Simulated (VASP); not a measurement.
# Cd2Ge (P4/nmm) in VASP: notebook

The runs below take Cd2Ge through single point, with PBE.

All numbers are computed with VASP 6.6.1; they aren't measurements. Logs are shortened: lines on timing, memory, paths and dates and some standing lists are left out, and cuts for length are marked.

## Step 1: The cell of the first run

The structure is tetragonal, space group P4/nmm (No. 129). Conventional cell: a = 5.254 Å, b = 5.254 Å, c = 5.140 Å, α = 90.00°, β = 90.00°, γ = 90.00°. Within 3.5 Å of Cd (site symmetry -4m2) lie 4 Cd at 2.63 Å and 4 Ge at 3.39 Å. Cd (site symmetry 4mm) has 1 Ge at 2.13 Å and 4 Cd at 2.63 Å within 2.8 Å. Within 2.8 Å of Ge (site symmetry 4mm) lie 1 Cd at 2.13 Å.

The cell was built from a structure type or drawn by symmetry, and may not be a known phase.

## Step 2: Single point, PBE

The input, INCAR:

```
SYSTEM = Cd2Ge
ALGO = Fast
EDIFF = 1E-6
ENCUT = 520
GGA = PE
ISIF = 2
ISMEAR = 0
LASPH = .True.
LCHARG = .False.
LREAL = .False.
LWAVE = .False.
NBANDS = 47
NELM = 100
PREC = Accurate
SIGMA = 0.1
```

The input, KPOINTS:

```
k-points
0
Gamma
  4 4 4
  0 0 0
```

The input, POSCAR:

```
Cd2Ge
1.0
    5.2535972700      0.0000000000      0.0000000000
    0.0000000000      5.2535972700      0.0000000000
    0.0000000000      0.0000000000      5.1396550100
Cd Ge
4 2
Direct
    0.0000000000      0.0000000000      0.0000000000
    0.5000000000      0.5000000000      0.0000000000
    0.5000000000      0.0000000000      0.0035835000
    0.0000000000      0.5000000000      0.9964165000
    0.5000000000      0.0000000000      0.4183634900
    0.0000000000      0.5000000000      0.5816365100
```

Potentials or basis: VASP PAW PBE potentials, release 64 (Cd, Ge_d).

On the command line:

```sh
> cat potpaw_PBE.64/Cd/POTCAR potpaw_PBE.64/Ge_d/POTCAR > POTCAR
> mpirun -np 1 vasp_std > vasp.out
```

OUTCAR:

```text
SYSTEM = Cd2Ge
   EDIFF = 1E-6
   ENCUT = 520
   GGA = PE
   ISIF = 2
   ISMEAR = 0
   LASPH = .True.
   LREAL = .False.
   NELM = 100
   PREC = Accurate

 ion  position               nearest neighbor table
   1  0.000  0.000  0.000-   3 2.63   4 2.63   4 2.63   3 2.63   2 3.71   2 3.71   2 3.71   2 3.71

   2  0.500  0.500  0.000-   3 2.63   4 2.63   3 2.63   4 2.63   1 3.71   1 3.71   1 3.71   1 3.71

   3  0.500  0.000  0.004-   5 2.13   2 2.63   1 2.63   2 2.63   1 2.63   5 3.01   4 3.72   4 3.72
                             4 3.72   4 3.72
   4  0.000  0.500  0.996-   6 2.13   2 2.63   1 2.63   1 2.63   2 2.63   6 3.01   3 3.72   3 3.72
                             3 3.72   3 3.72
   5  0.500  0.000  0.418-   3 2.13   3 3.01
   6  0.000  0.500  0.582-   4 2.13   4 3.01

  LATTYP: Found a simple tetragonal cell.
 ALAT       =     5.2535972700
 C/A-ratio  =     0.9783115732

  Lattice vectors:

 A1 = (   5.2535972700,   0.0000000000,   0.0000000000)
 A2 = (   0.0000000000,   5.2535972700,   0.0000000000)
 A3 = (   0.0000000000,   0.0000000000,   5.1396550100)

Analysis of symmetry for initial positions (statically):
=====================================================================
 Subroutine PRICEL returns:
 Original cell was already a primitive cell.

 Routine SETGRP: Setting up the symmetry group for a
 simple tetragonal supercell.

 Subroutine GETGRP returns: Found 16 space group operations
 (whereof  8 operations were pure point group operations)
 out of a pool of 16 trial point group operations.

The static configuration has the point symmetry D_2d.
 The point group associated with its full space group is D_4h.

Analysis of symmetry for dynamics (positions and initial velocities):
=====================================================================
 Subroutine PRICEL returns:
 Original cell was already a primitive cell.

 Routine SETGRP: Setting up the symmetry group for a
 simple tetragonal supercell.

 Subroutine GETGRP returns: Found 16 space group operations
 (whereof  8 operations were pure point group operations)
 out of a pool of 16 trial point group operations.

The dynamic configuration has the point symmetry D_2d.
 The point group associated with its full space group is D_4h.

 Subroutine INISYM returns: Found 16 space group operations
 (whereof  8 operations are pure point group operations),
 and found     1 'primitive' translations

----------------------------------------------------------------------------------------

                                     Primitive cell

  volume of cell :     141.8559

  direct lattice vectors                    reciprocal lattice vectors
     5.253597270  0.000000000  0.000000000     0.190345767  0.000000000  0.000000000
     0.000000000  5.253597270  0.000000000     0.000000000  0.190345767  0.000000000
     0.000000000  0.000000000  5.139655010     0.000000000  0.000000000  0.194565588

  length of vectors
     5.253597270  5.253597270  5.139655010     0.190345767  0.190345767  0.194565588

  position of ions in fractional coordinates (direct lattice)
     0.000000000  0.000000000  0.000000000
     0.500000000  0.500000000  0.000000000
     0.500000000  0.000000000  0.003583500
     0.000000000  0.500000000  0.996416500
     0.500000000  0.000000000  0.418363490
     0.000000000  0.500000000  0.581636510

  ion indices of the primitive-cell ions
   primitive index   ion index
                 1           1
                 2           2
                 3           3
                 4           4
                 5           5
                 6           6

----------------------------------------------------------------------------------------

 KPOINTS: k-points

Automatic generation of k-mesh.
 Grid dimensions read from file:
 generate k-points for:    4    4    4

 Generating k-lattice:

  Cartesian coordinates                     Fractional coordinates (reciprocal lattice)
     0.047586442  0.000000000  0.000000000     0.250000000  0.000000000  0.000000000
     0.000000000  0.047586442  0.000000000     0.000000000  0.250000000  0.000000000
     0.000000000  0.000000000  0.048641397     0.000000000  0.000000000  0.250000000

  Length of vectors
     0.047586442  0.047586442  0.048641397

  Shift w.r.t. Gamma in fractional coordinates (k-lattice)
     0.000000000  0.000000000  0.000000000

 Subroutine IBZKPT returns following result:
 ===========================================

 Found     18 irreducible k-points:

 Following reciprocal coordinates:
            Coordinates               Weight
  0.000000  0.000000  0.000000      1.000000
  0.250000  0.000000  0.000000      4.000000
  0.500000  0.000000  0.000000      2.000000
  0.250000  0.250000  0.000000      4.000000
  0.500000  0.250000  0.000000      4.000000
  0.500000  0.500000  0.000000      1.000000
[... 10 lines left out ...]
  0.500000  0.250000  0.500000      4.000000
  0.500000  0.500000  0.500000      1.000000
   k-points           NKPTS =     18   k-points in BZ     NKDIM =     18   number of bands    NBANDS=     47
   number of dos      NEDOS =    301   number of ions     NIONS =      6
   total plane-waves  NPLWV =  64000
   dimension x,y,z NGX =    40 NGY =   40 NGZ =   40
   dimension x,y,z NGXF=    80 NGYF=   80 NGZF=   80
   ions per type =               4   2
   NGX,Y,Z   is equivalent  to a cutoff of  12.66, 12.66, 12.94 a.u.
   NGXF,Y,Z  is equivalent  to a cutoff of  25.32, 25.32, 25.88 a.u.
 SYSTEM =  Cd2Ge
   PREC   = accura    normal or accurate (medium, high low for compatibility)
   ISTART =      0    job   : 0-new  1-cont  2-samecut
   ICHARG =      2    charge: 1-file 2-atom 10-const
   ISPIN  =      1    spin polarized calculation?
   LNONCOLLINEAR =      F non collinear calculations
   LSORBIT =      F    spin-orbit coupling
   LASPH  =      T    aspherical Exc in radial PAW
   ENCUT  =  520.0 eV  38.22 Ry    6.18 a.u.   9.77  9.77  9.56*2*pi/ulx,y,z
   NELM   =    100;   NELMIN=  2; NELMDL= -5     # of ELM steps
   EDIFF  = 0.1E-05   stopping-criterion for ELM
   LREAL  =      F    real-space projection
   EDIFFG = 0.1E-04   stopping-criterion for IOM
   NSW    =      0    number of steps for IOM
   IBRION =     -1    ionic relax: 0-MD 1-quasi-New 2-CG
   NFREE  =      0    steps in history (QN), initial steepest desc. (CG)
   ISIF   =      2    stress and relaxation
   ISYM   =      2    0-nonsym 1-usesym 2-fastsym
   POTIM  = 0.5000    time-step for ionic-motion
   TEBEG  =    0.0;   TEEND  =   0.0 temperature during run
   PSTRESS=    0.0 pullay stress
   NELECT =      76.0000    total number of electrons
   NUPDOWN=      -1.0000    fix difference up-down
   EMIN   =  10.00;   EMAX   =-10.00  energy-range for DOS
   EFERMI =   0.00;   METHOD = LEGACY
   ISMEAR =     0;   SIGMA  =   0.10  broadening in eV -4-tet -1-fermi 0-gaus
   EFERMI_NEDOS =   21; number of points for ismear=-14 and -15
   IALGO  =     68    algorithm
   IMIX   =      4    mixing-type and parameters
     AMIX     =   0.40;   BMIX     =  1.00
     AMIX_MAG =   1.60;   BMIX_MAG =  1.00
  volume/ion in A,a.u.               =      23.64       159.55
  Fermi-wavevector in a.u.,A,eV,Ry     =   1.329628  2.512633 24.053888  1.767911
  Thomas-Fermi vector in A             =   2.458776
   LORBIT       =      0    0 simple, 1 ext, 2 COOP (PROOUT), +10 PAW based schemes
   GGA     = PE    functional components
   LHFCALC =     F    Hartree Fock is set to
   AEXX    =    0.0000 exact exchange contribution
   IVDW    =     0    specifies the selected vdW correction
   LEPSILON=     F    determine dielectric tensor
   LRPA    =     F    only Hartree local field effects (RPA)
 non-spin polarized calculation
 RMM-DIIS sequential band-by-band and
 Gauss-broadening in eV      SIGMA  =   0.10
  energy-cutoff  :      520.00
  volume of cell :      141.86
 maximum number of plane-waves:      3840
 NGX is ok and might be reduce to    40
   NGX = 19   NGY = 19   NGZ = 19

 number of electron      76.0000052 magnetization

 Free energy of the ion-electron system (eV)
  ---------------------------------------------------
  ext. energy  EPLUGINS =         0.00000000
  ---------------------------------------------------
  free energy    TOTEN  =        -5.15026029 eV

  energy without entropy =       -5.13755695  energy(sigma->0) =       -5.14390862

 E-fermi :   2.9658     XC(G=0): -10.2097

 val. band max:        2.9527263745   @ k =   0.0000   0.0000   0.5000
 cond. band min:       3.0367045166   @ k =   0.2500   0.0000   0.2500
 fundamental gap:      0.0839781421
 Fermi energy:         2.9658218055

 k-point     1 :       0.0000    0.0000    0.0000
  band No.  band energies     occupation
      1     -21.9773      2.00000
      2     -21.9754      2.00000
      3     -21.9028      2.00000
      4     -21.9028      2.00000
      5     -21.9019      2.00000
      6     -21.9019      2.00000
[... 39 lines left out ...]
     46       8.1681      0.00000
     47       8.1682      0.00000

 k-point     2 :       0.2500    0.0000    0.0000
  band No.  band energies     occupation
      1     -21.9770      2.00000
      2     -21.9756      2.00000
      3     -21.9028      2.00000
      4     -21.9027      2.00000
      5     -21.9021      2.00000
      6     -21.9020      2.00000
[... 39 lines left out ...]
     46       7.8501      0.00000
     47       8.6741      0.00000

 k-point     3 :       0.5000    0.0000    0.0000
  band No.  band energies     occupation
      1     -21.9763      2.00000
      2     -21.9763      2.00000
      3     -21.9025      2.00000
      4     -21.9025      2.00000
      5     -21.9023      2.00000
      6     -21.9023      2.00000
[... 739 lines left out ...]
     46       9.0252      0.00000
     47      10.2089      0.00000

 k-point    18 :       0.5000    0.5000    0.5000
  band No.  band energies     occupation
      1     -21.9680      2.00000
      2     -21.9680      2.00000
      3     -21.9021      2.00000
      4     -21.9021      2.00000
      5     -21.9010      2.00000
      6     -21.9010      2.00000
[... 39 lines left out ...]
     46      10.0639      0.00000
     47      10.2704      0.00000

------------------------ aborting loop because EDIFF is reached ----------------------------------------

  FORCE on cell =-STRESS in cart. coord.  units (eV):
  Direction    XX          YY          ZZ          XY          YZ          ZX
  --------------------------------------------------------------------------------------
  -------------------------------------------------------------------------------------
  Total       13.1942021     13.1942021     25.1271610      0.0000000      0.0000000      0.0000000
  in kB      149.0205600    149.0205600    283.7961377      0.0000000      0.0000000      0.0000000
  external PRESSURE =     193.9457525 kB  Pullay stress =       0.0000000 kB

 VOLUME and BASIS-vectors are now :
 -----------------------------------------------------------------------------
  energy-cutoff  :      520.00
  volume of cell :      141.86
      direct lattice vectors                 reciprocal lattice vectors
     5.253597270  0.000000000  0.000000000     0.190345767  0.000000000  0.000000000
     0.000000000  5.253597270  0.000000000     0.000000000  0.190345767  0.000000000
     0.000000000  0.000000000  5.139655010     0.000000000  0.000000000  0.194565588

 POSITION                                       TOTAL-FORCE (eV/Angst)
 -----------------------------------------------------------------------------------
      0.00000      0.00000      0.00000        -0.000000      0.000000      0.000000
      2.62680      2.62680      0.00000         0.000000     -0.000000      0.000000
      2.62680      0.00000      0.01842        -0.000000      0.000000     -6.837162
      0.00000      2.62680      5.12124        -0.000000      0.000000      6.837162
      2.62680      0.00000      2.15024        -0.000000      0.000000      7.197417
      0.00000      2.62680      2.98941         0.000000      0.000000     -7.197417
 -----------------------------------------------------------------------------------
    total drift:                               -0.000000      0.000000     -0.000000

  FREE ENERGIE OF THE ION-ELECTRON SYSTEM (eV)
  ---------------------------------------------------
  free  energy   TOTEN  =        -5.1502602902 eV

  energy  without entropy=       -5.1375569510  energy(sigma->0) =       -5.14390862
```

It took 3.6 min on 1 thread of Intel Xeon 8259CL, shared host; peak memory 0.29 GiB.

Results:

```yaml
Free_energy: -5.1503 eV
Pressure: 19.4 GPa
Largest_force: 7.197 eV/Å
Band_gap_on_the_k_mesh: zero (bands 38 and 39 overlap by 0.20 eV)
```

Forces on the atoms (eV/Å):
```
Cd   0.000  0.000  0.000
Cd   0.000  0.000  0.000
Cd   0.000  0.000 -6.837
Cd   0.000  0.000  6.837
Ge   0.000  0.000  7.197
Ge   0.000  0.000 -7.197
```

Levels at points of the mesh, in eV from the Fermi level:
```tsv
k point	band 35	band 36	band 37	band 38	band 39	band 40	band 41	band 42
(0.00, 0.00, 0.00)	-3.05	-2.58	-0.85	-0.55	0.74	0.74	1.23	1.86
(0.50, 0.00, 0.00)	-1.98	-1.98	-1.45	-1.45	-0.11	-0.11	2.60	2.60
(0.50, 0.50, 0.00)	-2.10	-2.10	-1.06	-1.06	0.66	0.66	1.30	1.30
(0.00, 0.00, 0.50)	-2.05	-2.05	-0.63	-0.63	-0.01	2.03	2.44	2.75
(0.50, 0.00, 0.50)	-0.50	-0.50	-0.43	-0.43	-0.13	-0.13	1.16	1.16
(0.50, 0.50, 0.50)	-4.42	-4.42	-2.14	-2.14	3.14	3.14	4.42	4.42
```

Caveat: the cell stands under pressure; forces of over 1 eV/Å act on the atoms, so gaps and moduli don't describe the material at rest.

(Part 1 of 2 ends here.)
